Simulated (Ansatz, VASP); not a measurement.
## SnO in VASP and in Ansatz

The input INCAR:

```
SYSTEM = SnO
PREC     = Accurate       ! precision mode
ENCUT    = 520            ! plane-wave cutoff, eV
EDIFF    = 1E-6           ! SCF threshold, eV
ISMEAR   = 0              ! smearing method
SIGMA    = 0.03           ! smearing width, eV
LREAL    = .FALSE.        ! projectors in reciprocal space
LASPH    = .TRUE.         ! aspherical terms in the spheres
NELM     = 100            ! most SCF steps
ALGO     = Normal         ! electronic algorithm
ISIF     = 2              ! what is computed and relaxed
LWAVE    = .FALSE.        ! write WAVECAR
LCHARG   = .FALSE.        ! write CHGCAR
GGA      = CA             ! functional
NBANDS   = 28             ! bands
```

Contents of KPOINTS:

```
Automatic mesh
0
G
  10 10 8
  0 0 0
```

File POSCAR:

```
SnO
1.0
    3.6831088220      0.0000000000      0.0000000000
    0.0000000000      3.6831088220      0.0000000000
    0.0000000000      0.0000000000      5.1532524170
Sn O
2 2
Direct
    0.0000000000      0.5000000000      0.2385000000
    0.5000000000      0.0000000000      0.7615000000
    0.0000000000      0.0000000000      0.0000000000
    0.5000000000      0.5000000000      0.0000000000
```

Input for Ansatz:

```yaml
crystal:
  lattice:
    - [3.683108822, 0.0, 0.0]
    - [0.0, 3.683108822, 0.0]
    - [0.0, 0.0, 5.153252417]
  atoms:
    - { symbol: Sn, position: [0.0, 0.5, 0.2385] }
    - { symbol: Sn, position: [0.5, 0.0, 0.7615] }
    - { symbol: O, position: [0.0, 0.0, 0.0] }
    - { symbol: O, position: [0.5, 0.5, 0.0] }
basis:
  ecutwfc: 420
kpoints:
  mp_grid: { grid: [10, 10, 8] }
hamiltonian:
  xc: lda
scf:
  occupations: { method: gaussian, width: 0.03 }
output:
  forces: true
  stress: true
  eigenvalues: true
```

Alike in both runs: task single point; functional LDA; k mesh 10 × 10 × 8; occupations gaussian, width 0.03 eV; no spin polarisation.

|  | VASP | Ansatz |
| --- | --- | --- |
| version | VASP 6.6.1 | Ansatz 0.2.0 |
| potentials or method | VASP PAW LDA potentials, release 64 (Sn_d, O), cutoff 520 eV | scalar-relativistic, plane waves, PAW |
| valence electrons in the cell | 40 | 40 |

|  | VASP | Ansatz | Ansatz less VASP |
| --- | --- | --- | --- |
| gap on the k mesh at the Fermi level (eV) | none | none | - |
| pressure (GPa) | -1.3 | -1.6 | -0.30 |
| traceless stress, the component that is largest in VASP (GPa) | -5.37 | -5.42 | -0.052 |
| rms of the force components (eV/Å) | 0.323 | 0.369 | +0.0459 |

LDA's correlation is that of Perdew and Zunger in VASP and of Perdew and Wang (1992) in Ansatz. Atom by atom the forces differ by 0.046 eV/Å (rms over components). A gap of «none» marks a metal or a gap that the smearing closes.
